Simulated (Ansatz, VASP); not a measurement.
## Two plane-wave programs on AuBr6

```
CELL_PARAMETERS angstrom
9.22780 0.00000 0.00000
-4.61390 7.99151 0.00000
0.00000 0.00000 3.73258
ATOMIC_POSITIONS crystal
Au 0.00000 0.00000 0.50000
Br 0.62684 0.00000 0.00000
Br 0.00000 0.62684 0.00000
Br 0.37316 0.37316 0.00000
Br 0.37316 0.00000 0.00000
Br 0.00000 0.37316 0.00000
Br 0.62684 0.62684 0.00000
```

Alike in both runs: functional PBE; k mesh 6 × 6 × 10; occupations gaussian, width 0.1 eV; no spin polarisation.

Ansatz relaxed the structure, and its values are those at the end. VASP's run is a single point on that final structure, the one shown.

|  | VASP | Ansatz |
| --- | --- | --- |
| version | VASP 6.6.1 | Ansatz 0.2.0 |
| potentials or method | VASP PAW PBE potentials, release 64 (Au, Br), cutoff 520 eV | scalar-relativistic, plane waves, PAW |
| valence electrons in the cell | 53 | 61 |

|  | VASP | Ansatz | Ansatz less VASP |
| --- | --- | --- | --- |
| gap on the k mesh at the Fermi level (eV) | none | none | - |
| pressure (GPa) | 0.0 | 0.0 | 0.00 |
| rms of the force components (eV/Å) | 0.006 | 0.002 | -0.0034 |

A gap of «none» marks a metal or a gap that the smearing closes. VASP's potentials hold 53 valence electrons a cell and Ansatz's 61, so a difference there can come from the potentials and not from the codes. Ansatz's warnings: xc potential rough in thin density.

Neither program's run includes spin-orbit coupling.
